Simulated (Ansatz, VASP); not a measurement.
**One calculation of TaAs, two programs**

```
Ta As
1.0
    -1.71629    1.71629    5.78399
     1.71629   -1.71629    5.78399
     1.71629    1.71629   -5.78399
Ta As
2 2
Cartesian
  1.7163 0.0000 5.7883
  0.0000 0.0000 8.6803
  1.7163 0.0000 0.9512
  0.0000 0.0000 3.8432
```

Alike in both runs: functional PBE; dispersion D3(BJ); k mesh 18 × 18 × 18; occupations gaussian, width 0.1 eV; no spin polarisation.

Ansatz relaxed the structure, and its values are those at the end. VASP's run is a single point on that final structure, the one shown.

|  | VASP | Ansatz |
| --- | --- | --- |
| version | VASP 6.6.1 | Ansatz 0.2.0 |
| potentials or method | VASP PAW PBE potentials, release 64 (Ta_pv, As), cutoff 520 eV | scalar-relativistic, plane waves, PAW |
| valence electrons in the cell | 32 | 56 |

Ansatz gave:

* gap on the k mesh at the Fermi level (eV): none
* pressure (GPa): 0.0
* rms of the force components (eV/Å): 0.002

Task: Which values does VASP return?

Result: gap on the k mesh at the Fermi level (eV): none; pressure (GPa): 0.5; rms of the force components (eV/Å): 0.003.

A gap of «none» marks a metal or a gap that the smearing closes. VASP's potentials hold 32 valence electrons a cell and Ansatz's 56, so a difference there can come from the potentials and not from the codes.

Spin-orbit coupling is off throughout.
